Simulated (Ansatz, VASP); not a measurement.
## Two plane-wave programs on LiBr

```
Li Br
1.0
     0.00000    2.79871    2.79871
     2.79871    0.00000    2.79871
     2.79871    2.79871    0.00000
Li Br
1 1
Direct
  0.00000 0.00000 0.00000
  0.50000 0.50000 0.50000
```

Alike in both runs: task single point; functional PBE; k mesh 6 × 6 × 6; no spin polarisation.

|  | VASP | Ansatz |
| --- | --- | --- |
| version | VASP 6.6.1 | Ansatz 0.2.0 |
| potentials or method | VASP PAW PBE potentials, release 64 (Li_sv, Br), cutoff 750 eV | plane waves, PAW |
| occupations | fermi-dirac, width 0.1 eV | fermi-dirac |
| valence electrons in the cell | 10 | 10 |

```tsv
	VASP	Ansatz	Ansatz less VASP
gap on the k mesh at the Fermi level (eV)	4.73	4.72	-0.003
```
